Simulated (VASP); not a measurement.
Here is a VASP 6.6.1 calculation.

INCAR

```
SYSTEM = ZnF2
PREC = Accurate
ENCUT = 600
EDIFF = 1E-6
ISMEAR = -1
SIGMA = 0.02
LREAL = .FALSE.
LASPH = .TRUE.
NELM = 120
ALGO = Normal
ISIF = 2
LWAVE = .FALSE.
LCHARG = .FALSE.
GGA = PE
NBANDS = 35
GGA_COMPAT = .FALSE.
```

The input KPOINTS:

```
Automatic mesh
0
G
  6 6 8
  0 0 0
```

The input POSCAR:

```
ZnF2
1.0
    4.9738055861      0.0000000000      0.0000000000
    0.0000000000      4.9738055861      0.0000000000
    0.0000000000      0.0000000000      3.3065785772
Zn F
2 4
Direct
    0.0000000000      0.0000000000      0.0000000000
    0.5000000000      0.5000000000      0.5000000000
    0.3121241361      0.3121241361      0.0000000000
    0.1878758639      0.8121241361      0.5000000000
    0.6878758639      0.6878758639      0.0000000000
    0.8121241361      0.1878758639      0.5000000000
```

Potentials or basis: VASP PAW PBE potentials, release 64 (Zn, F).

The run is started by

```bash
$ cat potpaw_PBE.64/Zn/POTCAR potpaw_PBE.64/F/POTCAR > POTCAR
$ mpirun -np 1 vasp_std > vasp.out
```

Q: Predict the pressure.

A: -8.0 GPa.

Q: Estimate the band gap on the k mesh.

A: 3.26 eV (least direct gap 3.37 eV).

Q: What does it give for the largest force?

A: 0.075 eV/Å.

Forces on the atoms (eV/Å):
```
Zn   0.000  0.000  0.000
Zn   0.000  0.000  0.000
F   -0.053 -0.053  0.000
F    0.053 -0.053  0.000
F    0.053  0.053  0.000
F   -0.053  0.053  0.000
```

Caveat: the cell differs from its parent crystal (strain +5.8%); the cell stands under tension. A k mesh can miss the band edges.
